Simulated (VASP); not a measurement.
## EuS: single point with r2SCAN

The system is EuS.

```xyz
2
Lattice="0.0000 2.9785 2.9785 2.9785 0.0000 2.9785 2.9785 2.9785 0.0000" Properties=species:S:1:pos:R:3 pbc="T T T"
Eu    0.0000    0.0000    0.0000
S     2.9785    2.9785    2.9785
```

```json
{
  "Program": "VASP 6.6.1",
  "Task": "single point",
  "Functional": "r2SCAN",
  "Potentials or basis": "VASP PAW PBE potentials, release 64 (Eu, S)",
  "Cutoff": "800 eV",
  "k mesh": "8 × 8 × 8",
  "Occupations": "methfessel-paxton, width 0.1 eV",
  "Spin": "collinear spin, ferromagnetic start",
  "Starting moments": "[7.0, 0.0] μB",
  "Dipole correction": "no",
  "Further INCAR settings": "ALGO = Normal; EDIFF = 1e-06; NBANDS = 22"
}
```

```json
{"Pressure": "-2.5 GPa", "Band gap on the k mesh": "zero (filled and empty bands overlap)", "Net moment": "7.00 μB per cell", "Site moments": "Eu +6.54; S -0.08 μB", "Valence electrons inside the program's atomic spheres": "Eu 14.81; S 3.77"}
```

Levels at points of the mesh, in eV from the Fermi level:
Spin up:
```tsv
k point	band 13	band 14	band 15	band 16	band 17	band 18
(0.00, 0.00, 0.00)	0.11	0.11	0.11	1.28	1.28	1.28
(0.50, 0.00, 0.00)	-0.24	-0.21	-0.20	3.26	3.53	3.93
(0.50, 0.50, 0.00)	-0.26	-0.21	-0.04	-0.04	3.34	3.68
```
Spin down:
```
           k point  band 4  band 5  band 6  band 7  band 8  band 9  band 10  band 11  band 12  band 13
(0.00, 0.00, 0.00)  -18.40  -14.15   -2.84   -2.84   -2.84    1.98     2.14     2.14     2.14     3.14
(0.50, 0.00, 0.00)  -18.43  -13.14   -5.33   -3.98   -3.98    3.31     4.44     5.18     5.18     5.39
(0.50, 0.50, 0.00)  -18.53  -13.82   -3.98   -3.19   -3.19    0.05     4.42     4.62     5.68     5.92
```

Run time: 9.6 min on 1 thread of Intel(R) Xeon(R) Platinum 8259CL CPU @ 2.50GHz (Skylake/Cascade Lake), with other jobs on the host, peak memory 0.39 GiB.

Caveat: the PAW data sets were made with another functional, which shifts forces and pressure a little; spin-orbit coupling is left out, which moves the levels of the heavy elements; a cell with one magnetic atom can't hold antiferromagnetic order, which such compounds often take; semilocal functionals describe open f shells poorly, which spoils levels, moments and volumes. With open d or f shells a metallic result of r2SCAN can be an artefact of self-interaction; +U or a hybrid may open a gap.
